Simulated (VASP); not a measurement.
# InP: single point with PBE

The system is InP.

```
CELL_PARAMETERS angstrom
0.00000 2.77016 2.88097
2.77016 0.00000 2.88097
2.77016 2.77016 0.00000
ATOMIC_POSITIONS crystal
In 0.00000 0.00000 0.00000
P 0.50000 0.50000 0.50000
```

This cell differs from its parent crystal: strain +0.0400 x Voigt [0, 0, 1, 0, 0, 0].

```
Program                : VASP 6.6.1
Task                   : single point
Functional             : PBE
Potentials or basis    : VASP PAW PBE potentials, release 64 (In_d, P)
Cutoff                 : 520 eV
k mesh                 : 18 × 18 × 18
Occupations            : gaussian, width 0.15 eV
Spin                   : no spin polarisation
Dipole correction      : no
Further INCAR settings : ALGO = Normal; EDIFF = 1e-06; NBANDS = 16
```

| Quantity | Value |
| --- | --- |
| Pressure | -2.5 GPa |
| Band gap on the k mesh | zero (bands 9 and 10 overlap by 2.45 eV) |

Stress tensor (GPa, compression positive):
```
-1.45  0.00  0.00
 0.00 -1.45  0.00
 0.00  0.00 -4.54
```

Levels at points of the mesh, in eV from the Fermi level:
```
           k point  band 5  band 6  band 7  band 8  band 9  band 10  band 11  band 12  band 13  band 14
(0.00, 0.00, 0.00)  -14.16  -11.72   -0.38   -0.38   -0.04     0.21     6.91     7.19     7.19     7.50
(0.50, 0.00, 0.00)  -14.09   -9.79   -6.43    0.03    0.22     2.40     3.33     3.57     4.91    10.87
(0.50, 0.50, 0.00)  -14.07   -9.04   -4.69   -2.28   -2.11    -2.11     4.03     9.55     9.67     9.67
(0.50, 0.00, 0.50)  -14.05   -8.69   -4.71   -2.66   -2.48    -2.03     3.87     8.90     9.92    10.02
```

Wall time 8 min on 1 thread of Intel Xeon 8259CL (shared host), peak memory 0.44 GiB.

Caveat: the cell differs from its parent crystal (strain +0.0400 x Voigt [0, 0, 1, 0, 0, 0]); spin-orbit coupling is left out, which moves the levels of the heavy elements.
